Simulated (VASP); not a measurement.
# SnO2 (fluorite type) (Fm-3m) in VASP: notebook

Runs on SnO2 (fluorite type). Level: PBE. Tasks: single point, relaxation of cell and atoms.

All numbers are computed with VASP 6.6.1; they aren't measurements. Logs are shortened: lines on timing, memory, paths and dates and some standing lists are left out, and cuts for length are marked.

## 1. The cell of the first run

Symmetry: Fm-3m, No. 225, cubic system. Conventional cell: a = 5.143 Å, b = 5.143 Å, c = 5.143 Å, α = 90.00°, β = 90.00°, γ = 90.00°. Sn (site symmetry m-3m) has 8 O at 2.23 Å within 2.9 Å. O (site symmetry -43m) has 4 Sn at 2.23 Å and 6 O at 2.57 Å within 2.9 Å.

## 2. Single point, PBE

INCAR

```
SYSTEM = SnO2
ALGO = Normal
EDIFF = 1E-6
ENCUT = 520
GGA = PE
ISIF = 2
ISMEAR = -1
LASPH = .TRUE.
LCHARG = .FALSE.
LREAL = .FALSE.
LWAVE = .FALSE.
NBANDS = 20
NELM = 80
PREC = Accurate
SIGMA = 0.08
```

KPOINTS

```
k-points
0
G
  11 11 11
  0 0 0
```

POSCAR

```
SnO2
1.0
    0.0000000000      2.5716667138      2.5716667138
    2.5716667138      0.0000000000      2.5716667138
    2.5716667138      2.5716667138      0.0000000000
Sn O
1 2
Direct
    0.0000000000      0.0000000000      0.0000000000
    0.2500000000      0.2500000000      0.2500000000
    0.7500000000      0.7500000000      0.7500000000
```

Potentials or basis: VASP PAW PBE potentials, release 64 (Sn_d, O).

Run with:

```
> cat potpaw_PBE.64/Sn_d/POTCAR potpaw_PBE.64/O/POTCAR > POTCAR
> mpirun -np 1 vasp_std > vasp.out
```

OUTCAR:

```text
SYSTEM = SnO2
   EDIFF = 1E-6
   ENCUT = 520
   GGA = PE
   ISIF = 2
   ISMEAR = -1
   LASPH = .TRUE.
   LREAL = .FALSE.
   NELM = 80
   PREC = Accurate

 ion  position               nearest neighbor table
   1  0.000  0.000  0.000-   3 2.23   3 2.23   3 2.23   2 2.23   3 2.23   2 2.23   2 2.23   2 2.23

   2  0.250  0.250  0.250-   1 2.23   1 2.23   1 2.23   1 2.23
   3  0.750  0.750  0.750-   1 2.23   1 2.23   1 2.23   1 2.23

  LATTYP: Found a face centered cubic cell.
 ALAT       =     5.1433334276

  Lattice vectors:

 A1 = (   0.0000000000,   2.5716667138,   2.5716667138)
 A2 = (   2.5716667138,   0.0000000000,   2.5716667138)
 A3 = (   2.5716667138,   2.5716667138,   0.0000000000)

Analysis of symmetry for initial positions (statically):
=====================================================================
 Subroutine PRICEL returns:
 Original cell was already a primitive cell.

 Routine SETGRP: Setting up the symmetry group for a
 face centered cubic supercell.

 Subroutine GETGRP returns: Found 48 space group operations
 (whereof 48 operations were pure point group operations)
 out of a pool of 48 trial point group operations.

The static configuration has the point symmetry O_h .

Analysis of symmetry for dynamics (positions and initial velocities):
=====================================================================
 Subroutine PRICEL returns:
 Original cell was already a primitive cell.

 Routine SETGRP: Setting up the symmetry group for a
 face centered cubic supercell.

 Subroutine GETGRP returns: Found 48 space group operations
 (whereof 48 operations were pure point group operations)
 out of a pool of 48 trial point group operations.

The dynamic configuration has the point symmetry O_h .

 Subroutine INISYM returns: Found 48 space group operations
 (whereof 48 operations are pure point group operations),
 and found     1 'primitive' translations

----------------------------------------------------------------------------------------

                                     Primitive cell

  volume of cell :      34.0153

  direct lattice vectors                    reciprocal lattice vectors
     0.000000000  2.571666714  2.571666714    -0.194426438  0.194426438  0.194426438
     2.571666714  0.000000000  2.571666714     0.194426438 -0.194426438  0.194426438
     2.571666714  2.571666714  0.000000000     0.194426438  0.194426438 -0.194426438

  length of vectors
     3.636885945  3.636885945  3.636885945     0.336756470  0.336756470  0.336756470

  position of ions in fractional coordinates (direct lattice)
     0.000000000  0.000000000  0.000000000
     0.250000000  0.250000000  0.250000000
     0.750000000  0.750000000  0.750000000

  ion indices of the primitive-cell ions
   primitive index   ion index
                 1           1
                 2           2
                 3           3

----------------------------------------------------------------------------------------

 KPOINTS: k-points

Automatic generation of k-mesh.
 Grid dimensions read from file:
 generate k-points for:   11   11   11

 Generating k-lattice:

  Cartesian coordinates                     Fractional coordinates (reciprocal lattice)
    -0.017675131  0.017675131  0.017675131     0.090909091  0.000000000  0.000000000
     0.017675131 -0.017675131  0.017675131     0.000000000  0.090909091  0.000000000
     0.017675131  0.017675131 -0.017675131     0.000000000  0.000000000  0.090909091

  Length of vectors
     0.030614225  0.030614225  0.030614225

  Shift w.r.t. Gamma in fractional coordinates (k-lattice)
     0.000000000  0.000000000  0.000000000

 Subroutine IBZKPT returns following result:
 ===========================================

 Found     56 irreducible k-points:

 Following reciprocal coordinates:
            Coordinates               Weight
  0.000000  0.000000  0.000000      1.000000
  0.090909  0.000000  0.000000      8.000000
  0.181818  0.000000  0.000000      8.000000
  0.272727  0.000000  0.000000      8.000000
  0.363636  0.000000  0.000000      8.000000
  0.454545  0.000000  0.000000      8.000000
[... 16 lines left out ...]
 -0.272727  0.181818  0.000000     24.000000
 -0.181818  0.181818  0.000000     12.000000
 [... further k-points ...]
   k-points           NKPTS =     56   k-points in BZ     NKDIM =     56   number of bands    NBANDS=     20
   number of dos      NEDOS =    301   number of ions     NIONS =      3
   total plane-waves  NPLWV =  21952
   dimension x,y,z NGX =    28 NGY =   28 NGZ =   28
   dimension x,y,z NGXF=    56 NGYF=   56 NGZF=   56
   ions per type =               1   2
   NGX,Y,Z   is equivalent  to a cutoff of  12.80, 12.80, 12.80 a.u.
   NGXF,Y,Z  is equivalent  to a cutoff of  25.60, 25.60, 25.60 a.u.
 SYSTEM =  SnO2
   PREC   = accura    normal or accurate (medium, high low for compatibility)
   ISTART =      0    job   : 0-new  1-cont  2-samecut
   ICHARG =      2    charge: 1-file 2-atom 10-const
   ISPIN  =      1    spin polarized calculation?
   LNONCOLLINEAR =      F non collinear calculations
   LSORBIT =      F    spin-orbit coupling
   LASPH  =      T    aspherical Exc in radial PAW
   ENCUT  =  520.0 eV  38.22 Ry    6.18 a.u.   6.76  6.76  6.76*2*pi/ulx,y,z
   NELM   =     80;   NELMIN=  2; NELMDL= -5     # of ELM steps
   EDIFF  = 0.1E-05   stopping-criterion for ELM
   LREAL  =      F    real-space projection
   EDIFFG = 0.1E-04   stopping-criterion for IOM
   NSW    =      0    number of steps for IOM
   IBRION =     -1    ionic relax: 0-MD 1-quasi-New 2-CG
   NFREE  =      0    steps in history (QN), initial steepest desc. (CG)
   ISIF   =      2    stress and relaxation
   ISYM   =      2    0-nonsym 1-usesym 2-fastsym
   POTIM  = 0.5000    time-step for ionic-motion
   TEBEG  =    0.0;   TEEND  =   0.0 temperature during run
   PSTRESS=    0.0 pullay stress
   NELECT =      26.0000    total number of electrons
   NUPDOWN=      -1.0000    fix difference up-down
   EMIN   =  10.00;   EMAX   =-10.00  energy-range for DOS
   EFERMI =   0.00;   METHOD = LEGACY
   ISMEAR =    -1;   SIGMA  =   0.08  broadening in eV -4-tet -1-fermi 0-gaus
   EFERMI_NEDOS =   21; number of points for ismear=-14 and -15
   IALGO  =     38    algorithm
   IMIX   =      4    mixing-type and parameters
     AMIX     =   0.40;   BMIX     =  1.00
     AMIX_MAG =   1.60;   BMIX_MAG =  1.00
  volume/ion in A,a.u.               =      11.34        76.52
  Fermi-wavevector in a.u.,A,eV,Ry     =   1.496837  2.828612 30.484151  2.240522
  Thomas-Fermi vector in A             =   2.608802
   LORBIT       =      0    0 simple, 1 ext, 2 COOP (PROOUT), +10 PAW based schemes
   GGA     = PE    functional components
[... 5 lines left out ...]
 non-spin polarized calculation
  energy-cutoff  :      520.00
  volume of cell :       34.02
 maximum number of plane-waves:       941
   NGX = 13   NGY = 13   NGZ = 13

 number of electron      25.9999990 magnetization

 Free energy of the ion-electron system (eV)
  ---------------------------------------------------
  ext. energy  EPLUGINS =         0.00000000
  ---------------------------------------------------
  free energy    TOTEN  =       -17.91736572 eV

  energy without entropy =      -17.91649982  energy(sigma->0) =      -17.91693277

 E-fermi :   7.7171     XC(G=0): -11.6785

 val. band max:        7.3335773509   @ k =  -0.2727   0.4545   0.1818
 cond. band min:       8.1687670954   @ k =   0.0909   0.0000   0.0000
 fundamental gap:      0.8351897444
 Fermi energy:         7.7170539655

 k-point     1 :       0.0000    0.0000    0.0000
  band No.  band energies     occupation
      1     -13.1756      2.00000
      2     -13.1756      2.00000
      3     -13.1756      2.00000
      4     -13.0500      2.00000
      5     -13.0500      2.00000
      6     -11.9335      2.00000
[... 12 lines left out ...]
     19      22.4933      0.00000
     20      22.4933      0.00000

 k-point     2 :       0.0909    0.0000    0.0000
  band No.  band energies     occupation
      1     -13.2038      2.00000
      2     -13.1697      2.00000
      3     -13.1697      2.00000
      4     -13.0503      2.00000
      5     -13.0503      2.00000
      6     -11.8532      2.00000
[... 12 lines left out ...]
     19      22.5087      0.00000
     20      22.5087      0.00000

 k-point     3 :       0.1818    0.0000    0.0000
  band No.  band energies     occupation
      1     -13.2867      2.00000
      2     -13.1560      2.00000
      3     -13.1560      2.00000
      4     -13.0490      2.00000
      5     -13.0490      2.00000
      6     -11.6023      2.00000
[... 12 lines left out ...]
     19      22.5529      0.00000
     20      22.5529      0.00000

 k-point     4 :       0.2727    0.0000    0.0000
  band No.  band energies     occupation
      1     -13.4019      2.00000
      2     -13.1433      2.00000
      3     -13.1433      2.00000
      4     -13.0419      2.00000
      5     -13.0419      2.00000
      6     -11.1825      2.00000
[... 12 lines left out ...]
     19      22.6023      0.00000
     20      23.3151      0.00000

 k-point     5 :       0.3636    0.0000    0.0000
  band No.  band energies     occupation
      1     -13.5086      2.00000
      2     -13.1378      2.00000
      3     -13.1378      2.00000
      4     -13.0290      2.00000
      5     -13.0290      2.00000
      6     -10.6365      2.00000
[... 12 lines left out ...]
     19      22.6017      0.00000
     20      23.0986      0.00000
[... 353 lines left out ...]
      6      -9.7443      2.00000
[... 12 lines left out ...]
     19      22.9245      0.00000
     20      25.9783      0.00000

 k-point    22 :      -0.3636    0.1818    0.0000
  band No.  band energies     occupation
      1     -13.4855      2.00000
      2     -13.2432      2.00000
      3     -13.1068      2.00000
      4     -13.0516      2.00000
      5     -13.0363      2.00000
      6      -9.9766      2.00000
[... 12 lines left out ...]
     19      22.6322      0.00000
     20      26.0199      0.00000

 k-point    23 :      -0.2727    0.1818    0.0000
  band No.  band energies     occupation
      1     -13.4226      2.00000
      2     -13.2417      2.00000
      3     -13.1132      2.00000
      4     -13.0534      2.00000
      5     -13.0454      2.00000
      6     -10.5472      2.00000
[... 12 lines left out ...]
     19      22.4875      0.00000
     20      25.7374      0.00000

 k-point    24 :      -0.1818    0.1818    0.0000
  band No.  band energies     occupation
      1     -13.3641      2.00000
      2     -13.2092      2.00000
      3     -13.1296      2.00000
      4     -13.0593      2.00000
      5     -13.0419      2.00000
      6     -11.0482      2.00000
[... 12 lines left out ...]
     19      22.4339      0.00000
     20      25.0244      0.00000

 [... further k-points ...]
[... 5 lines left out ...]
  --------------------------------------------------------------------------------------
  -------------------------------------------------------------------------------------
  Total        0.1247271      0.1247271      0.1247271     -0.0000000      0.0000000      0.0000000
  in kB        5.8748563      5.8748563      5.8748563     -0.0000000      0.0000000      0.0000000
  external PRESSURE =       5.8748563 kB  Pullay stress =       0.0000000 kB

 VOLUME and BASIS-vectors are now :
 -----------------------------------------------------------------------------
  energy-cutoff  :      520.00
  volume of cell :       34.02
      direct lattice vectors                 reciprocal lattice vectors
     0.000000000  2.571666714  2.571666714    -0.194426438  0.194426438  0.194426438
     2.571666714  0.000000000  2.571666714     0.194426438 -0.194426438  0.194426438
     2.571666714  2.571666714  0.000000000     0.194426438  0.194426438 -0.194426438

 POSITION                                       TOTAL-FORCE (eV/Angst)
 -----------------------------------------------------------------------------------
      0.00000      0.00000      0.00000        -0.000000      0.000000     -0.000000
      1.28583      1.28583      1.28583         0.000000      0.000000     -0.000000
      3.85750      3.85750      3.85750        -0.000000     -0.000000      0.000000
 -----------------------------------------------------------------------------------
    total drift:                               -0.000000     -0.000000      0.000000

  FREE ENERGIE OF THE ION-ELECTRON SYSTEM (eV)
  ---------------------------------------------------
  free  energy   TOTEN  =       -17.9173657169 eV

  energy  without entropy=      -17.9164998160  energy(sigma->0) =      -17.91693277
```

It took 38 s on 1 thread of Intel Xeon Platinum 8488C (Sapphire Rapids), shared host; peak memory 0.17 GiB.

Results:

```
Free energy            : -17.9174 eV
Pressure               : 0.6 GPa
Band gap on the k mesh : zero (band 13 reaches 7.33 eV, above the bottom of band 14 at 7.23 eV)
```

Levels at points of the mesh, in eV from the Fermi level:
```
           k point  band 11  band 12  band 13  band 14  band 15  band 16
(0.00, 0.00, 0.00)    -1.64    -1.64    -1.64    -0.48     6.66     6.66
```

Caveat: spin-orbit coupling is left out, which moves the levels of the heavy elements.

(Continued in part 2 of 3.)
